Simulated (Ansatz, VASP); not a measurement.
**One calculation of Ge, two programs**

```xyz
1
Lattice="1.4335 -2.6681 0.0000 1.4335 2.6681 0.0000 0.0000 0.0000 2.7683" Properties=species:S:1:pos:R:3 pbc="T T T"
Ge    1.4335    0.0000    0.0000
```

Alike in both runs: task single point; functional LDA; k mesh 12 × 12 × 11; occupations fermi-dirac, width 0.15 eV; no spin polarisation.

```csv
,VASP,Ansatz
version,VASP 6.6.1,Ansatz 0.2.0
potentials or method,"VASP PAW LDA potentials, release 64 (Ge_d), cutoff 520 eV","plane waves, PAW"
valence electrons in the cell,14,14
```

```csv
,VASP,Ansatz,Ansatz less VASP
pressure (GPa),-9.1,-9.0,+0.09
"traceless stress, the component that is largest in VASP (GPa)",-1.35,-1.35,-0.005
```

LDA's correlation is that of Perdew and Zunger in VASP and of Perdew and Wang (1992) in Ansatz.
